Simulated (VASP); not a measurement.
Mg:

```
CELL_PARAMETERS angstrom
3.20930 0.00000 0.00000
-1.60465 2.77934 0.00000
0.00000 0.00000 5.21030
ATOMIC_POSITIONS crystal
Mg 0.33333 0.66667 0.25000
Mg 0.66667 0.33333 0.75000
```

```yaml
Program: VASP 6.6.1
Task: relaxation of cell and atoms
Functional: LDA
Potentials_or_basis: VASP PAW LDA potentials, release 64 (Mg)
Cutoff: 600 eV
k_mesh: 16 × 16 × 8
Occupations: fermi-dirac, width 0.1 eV
Spin: no spin polarisation
```

At the start: pressure -2.8 GPa; volume 23.24 Å³/atom.

**Question.** Where does the relaxation end?

**Answer.** Over 8 steps the energy falls by 16.4 meV/atom and the volume is 21.46 Å³/atom (-7.6 %); space group P6_3/mmc (No. 194, to 0.1 Å) before and after.

Step by step:
| step | energy change (eV) | largest force (eV/Å) | pressure (GPa) | volume (Å³) |
| --- | --- | --- | --- | --- |
| 1 | 0.0000 | 0.0000 | -2.75 | 46.47 |
| 2 | -0.0303 | 0.0000 | -0.83 | 43.84 |
| 3 | -0.0327 | 0.0000 | -0.04 | 42.96 |
| 4 | -0.0328 | 0.0000 | 0.03 | 42.89 |
| 5 | -0.0328 | 0.0000 | 0.03 | 42.89 |
| 6 | -0.0329 | 0.0000 | 0.03 | 42.89 |
| 7 | -0.0329 | 0.0000 | 0.03 | 42.89 |
| 8 | -0.0329 | 0.0000 | -0.01 | 42.93 |

Final structure:
```xyz
2
Lattice="3.1330 0.0000 0.0000 -1.5665 2.7133 0.0000 0.0000 0.0000 5.0496" Properties=species:S:1:pos:R:3 pbc="T T T"
Mg    0.0000    1.8089    1.2624
Mg    1.5665    0.9044    3.7872
```
